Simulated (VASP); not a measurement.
Write the native input for VASP 6.6.1 that does the following.

```yaml
Task: single point
Functional: PBE
Potentials_or_basis: VASP PAW PBE potentials, release 64 (Mg)
Cutoff: 520 eV
k_mesh: 7 × 7 × 22
Occupations: gaussian, width 0.1 eV
Spin: no spin polarisation
Dipole_correction: no
Further_INCAR_settings: ALGO = Fast; EDIFF = 1e-06; NBANDS = 9; ISYM = 0
```

The structure of Mg lies in POSCAR:

```
Mg
1.0
    5.4423086028      0.0000000000      0.0000000000
    0.0000000000      5.4423086028      0.0000000000
    0.0000000000     -2.7211543014      1.5710941116
Mg
2
Direct
    0.2500000000      0.3333333333      0.0000000000
    0.7500000000      0.6666666667      0.0000000000
```

These files were run (other wordings do the same):

INCAR

```
SYSTEM = Mg
ALGO = Fast
EDIFF = 1E-6
ENCUT = 520
GGA = PE
ISIF = 2
ISMEAR = 0
ISYM = 0
LASPH = .TRUE.
LCHARG = .TRUE.
LELF = .TRUE.
LREAL = .FALSE.
LVHAR = .TRUE.
LWAVE = .FALSE.
NBANDS = 9
NELM = 100
PREC = Accurate
SIGMA = 0.1
```

KPOINTS

```
k-points
0
G
  7 7 22
  0 0 0
```

Potentials or basis: VASP PAW PBE potentials, release 64 (Mg).

The run is started by

```bash
$ cat potpaw_PBE.64/Mg/POTCAR > POTCAR
$ mpirun -np 1 vasp_std > vasp.out
```

It gave:

```json
{
  "Pressure": "-0.4 GPa",
  "Band gap on the k mesh": "zero (band 2 reaches 3.58 eV, above the bottom of band 3 at 0.73 eV)"
}
```

Run time: 2.8 min on 1 thread of Intel Xeon 6975P-C (shared host), peak memory 0.36 GiB.
